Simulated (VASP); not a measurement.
# K2YAgF6 (Fm-3m) in VASP: single point with LDA

Aim: the single point of K2YAgF6 with LDA.

Program: VASP 6.6.1. These are calculated values, not measurements. Logs are shortened: lines on timing, memory, paths and dates and some standing lists are left out, and cuts for length are marked.

## 1. The cell of the first run

It takes space group Fm-3m (No. 225, cubic). The conventional cell has a = 9.225 Å, b = 9.225 Å, c = 9.225 Å, α = 90.00°, β = 90.00°, γ = 90.00°. Within 4.3 Å of K (site symmetry -43m) lie 12 F at 3.26 Å and 4 Y at 3.99 Å and 4 Ag at 3.99 Å. Within 2.9 Å of Y (site symmetry m-3m) lie 6 F at 2.18 Å. Ag (site symmetry m-3m) has 6 F at 2.44 Å within 3.2 Å. F (site symmetry 4mm) has 1 Y at 2.18 Å and 1 Ag at 2.44 Å within 2.9 Å.

## 2. Single point, LDA

Input file INCAR:

```
SYSTEM = K2YAgF6
PREC = Accurate
ENCUT = 520
EDIFF = 1E-7
ISMEAR = 0
SIGMA = 0.01
LREAL = .False.
LASPH = .True.
NELM = 100
ALGO = Normal
ISIF = 2
LWAVE = .False.
LCHARG = .True.
LELF = .True.
LVHAR = .True.
NBANDS = 52
```

Input file KPOINTS:

```
regular mesh
0
Gamma
  3 3 3
  0 0 0
```

Input file POSCAR:

```
K2YAgF6
1.0
    0.0000000000      4.6126900000      4.6126900000
    4.6126900000      0.0000000000      4.6126900000
    4.6126900000      4.6126900000      0.0000000000
K Y Ag F
2 1 1 6
Direct
    0.7500000000      0.7500000000      0.7500000000
    0.2500000000      0.2500000000      0.2500000000
    0.5000000000      0.5000000000      0.5000000000
    0.0000000000      0.0000000000      0.0000000000
    0.7359640000      0.2640360000      0.2640360000
    0.2640360000      0.2640360000      0.7359640000
    0.2640360000      0.7359640000      0.7359640000
    0.2640360000      0.7359640000      0.2640360000
    0.7359640000      0.2640360000      0.7359640000
    0.7359640000      0.7359640000      0.2640360000
```

Potentials or basis: VASP PAW LDA potentials, release 64 (K_sv, Y_sv, Ag, F).

On the command line:

```bash
> cat potpaw_LDA.64/K_sv/POTCAR potpaw_LDA.64/Y_sv/POTCAR potpaw_LDA.64/Ag/POTCAR potpaw_LDA.64/F/POTCAR > POTCAR
> mpirun -np 1 vasp_std > vasp.out
```

OUTCAR:

```text
SYSTEM = K2YAgF6
   PREC = Accurate
   ENCUT = 520
   EDIFF = 1E-7
   ISMEAR = 0
   LREAL = .False.
   LASPH = .True.
   NELM = 100
   ISIF = 2

 ion  position               nearest neighbor table
   1  0.750  0.750  0.750-   3 3.99   3 3.99   3 3.99   3 3.99
   2  0.250  0.250  0.250-   3 3.99   3 3.99   3 3.99   3 3.99
   3  0.500  0.500  0.500-   5 2.18   6 2.18   7 2.18   8 2.18   9 2.18  10 2.18   2 3.99   2 3.99
                             2 3.99   1 3.99   1 3.99   1 3.99   2 3.99   1 3.99
   4  0.000  0.000  0.000-   5 2.44   6 2.44   7 2.44   8 2.44   9 2.44  10 2.44
   5  0.736  0.264  0.264-   3 2.18   4 2.44
   6  0.264  0.264  0.736-   3 2.18   4 2.44
   7  0.264  0.736  0.736-   3 2.18   4 2.44
   8  0.264  0.736  0.264-   3 2.18   4 2.44
   9  0.736  0.264  0.736-   3 2.18   4 2.44
  10  0.736  0.736  0.264-   3 2.18   4 2.44

  LATTYP: Found a face centered cubic cell.
 ALAT       =     9.2253800000

  Lattice vectors:

 A1 = (   0.0000000000,   4.6126900000,   4.6126900000)
 A2 = (   4.6126900000,   0.0000000000,   4.6126900000)
 A3 = (   4.6126900000,   4.6126900000,   0.0000000000)

Analysis of symmetry for initial positions (statically):
=====================================================================
 Subroutine PRICEL returns:
 Original cell was already a primitive cell.

 Routine SETGRP: Setting up the symmetry group for a
 face centered cubic supercell.

 Subroutine GETGRP returns: Found 48 space group operations
 (whereof 48 operations were pure point group operations)
 out of a pool of 48 trial point group operations.

The static configuration has the point symmetry O_h .

Analysis of symmetry for dynamics (positions and initial velocities):
=====================================================================
 Subroutine PRICEL returns:
 Original cell was already a primitive cell.

 Routine SETGRP: Setting up the symmetry group for a
 face centered cubic supercell.

 Subroutine GETGRP returns: Found 48 space group operations
 (whereof 48 operations were pure point group operations)
 out of a pool of 48 trial point group operations.

The dynamic configuration has the point symmetry O_h .

 Subroutine INISYM returns: Found 48 space group operations
 (whereof 48 operations are pure point group operations),
 and found     1 'primitive' translations

----------------------------------------------------------------------------------------

                                     Primitive cell

[... 95 lines left out ...]
   PSTRESS=    0.0 pullay stress
   NELECT =      82.0000    total number of electrons
   NUPDOWN=      -1.0000    fix difference up-down
   EMIN   =  10.00;   EMAX   =-10.00  energy-range for DOS
   EFERMI =   0.00;   METHOD = LEGACY
   ISMEAR =     0;   SIGMA  =   0.01  broadening in eV -4-tet -1-fermi 0-gaus
   EFERMI_NEDOS =   21; number of points for ismear=-14 and -15
   IALGO  =     38    algorithm
   IMIX   =      4    mixing-type and parameters
     AMIX     =   0.40;   BMIX     =  1.00
     AMIX_MAG =   1.60;   BMIX_MAG =  1.00
  volume/ion in A,a.u.               =      19.63       132.46
  Fermi-wavevector in a.u.,A,eV,Ry     =   1.223813  2.312672 20.377705  1.497719
  Thomas-Fermi vector in A             =   2.358911
   LORBIT       =      0    0 simple, 1 ext, 2 COOP (PROOUT), +10 PAW based schemes
   GGA     = CA    functional components
   LHFCALC =     F    Hartree Fock is set to
   AEXX    =    0.0000 exact exchange contribution
   IVDW    =     0    specifies the selected vdW correction
   LEPSILON=     F    determine dielectric tensor
   LRPA    =     F    only Hartree local field effects (RPA)
 non-spin polarized calculation
 Gauss-broadening in eV      SIGMA  =   0.01
  energy-cutoff  :      520.00
  volume of cell :      196.29
 maximum number of plane-waves:      5303
 NGX is ok and might be reduce to    50
   NGX = 25   NGY = 25   NGZ = 25

 number of electron      81.9999987 magnetization

 Free energy of the ion-electron system (eV)
  ---------------------------------------------------
  ext. energy  EPLUGINS =         0.00000000
  ---------------------------------------------------
  free energy    TOTEN  =       -55.41394505 eV

  energy without entropy =      -55.41394505  energy(sigma->0) =      -55.41394505

 E-fermi :  -0.3780     XC(G=0):  -8.9393

 val. band max:       -0.5544675499   @ k =  -0.3333   0.3333   0.0000
 cond. band min:       1.8384659552   @ k =   0.0000   0.0000   0.0000
 fundamental gap:      2.3929335051
 Fermi energy:        -0.3780256401

 k-point     1 :       0.0000    0.0000    0.0000
  band No.  band energies     occupation
      1     -40.8693      2.00000
      2     -29.4125      2.00000
      3     -29.4062      2.00000
      4     -22.9097      2.00000
      5     -22.9097      2.00000
      6     -22.9097      2.00000
[... 209 lines left out ...]
     51       7.1141      0.00000
     52       7.1212      0.00000

------------------------ aborting loop because EDIFF is reached ----------------------------------------

  FORCE on cell =-STRESS in cart. coord.  units (eV):
  Direction    XX          YY          ZZ          XY          YZ          ZX
  --------------------------------------------------------------------------------------
  -------------------------------------------------------------------------------------
  Total       -6.8429975     -6.8429975     -6.8429975      0.0000000     -0.0000000     -0.0000000
  in kB      -55.8552709    -55.8552709    -55.8552709      0.0000000     -0.0000000     -0.0000000
  external PRESSURE =     -55.8552709 kB  Pullay stress =       0.0000000 kB

 VOLUME and BASIS-vectors are now :
 -----------------------------------------------------------------------------
  energy-cutoff  :      520.00
  volume of cell :      196.29
      direct lattice vectors                 reciprocal lattice vectors
     0.000000000  4.612690000  4.612690000    -0.108396619  0.108396619  0.108396619
     4.612690000  0.000000000  4.612690000     0.108396619 -0.108396619  0.108396619
     4.612690000  4.612690000  0.000000000     0.108396619  0.108396619 -0.108396619

 POSITION                                       TOTAL-FORCE (eV/Angst)
 -----------------------------------------------------------------------------------
      6.91903      6.91903      6.91903         0.000000     -0.000000     -0.000000
      2.30634      2.30634      2.30634        -0.000000     -0.000000     -0.000000
      4.61269      4.61269      4.61269         0.000000     -0.000000     -0.000000
      0.00000      0.00000      0.00000         0.000000     -0.000000     -0.000000
      2.43583      4.61269      4.61269         0.233393     -0.000000      0.000000
      4.61269      4.61269      2.43583         0.000000     -0.000000      0.233393
      6.78955      4.61269      4.61269        -0.233393     -0.000000      0.000000
      4.61269      2.43583      4.61269         0.000000      0.233393      0.000000
      4.61269      6.78955      4.61269         0.000000     -0.233393      0.000000
      4.61269      4.61269      6.78955         0.000000     -0.000000     -0.233393
 -----------------------------------------------------------------------------------
    total drift:                               -0.000000      0.000000     -0.000000

  FREE ENERGIE OF THE ION-ELECTRON SYSTEM (eV)
  ---------------------------------------------------
  free  energy   TOTEN  =       -55.4139450492 eV

  energy  without entropy=      -55.4139450492  energy(sigma->0) =      -55.41394505
```

Wall time 1.8 min (1 thread of Intel Xeon 8259CL, shared host); peak memory 0.3 GiB.

Results:

```
Free energy            : -55.4139 eV
Pressure               : -5.6 GPa
Largest force          : 0.233 eV/Å
Band gap on the k mesh : 2.39 eV (least direct gap 2.58 eV)
```

Forces in eV/Å, atoms in the order of the input:
```
K    0.000  0.000  0.000
K    0.000  0.000  0.000
Y    0.000  0.000  0.000
Ag   0.000  0.000  0.000
F    0.233  0.000  0.000
F    0.000  0.000  0.233
F   -0.233  0.000  0.000
F    0.000  0.233  0.000
F    0.000 -0.233  0.000
F    0.000  0.000 -0.233
```

Caveat: the cell stands under tension; an odd mesh through Γ misses points on the zone boundary, where band edges can lie.
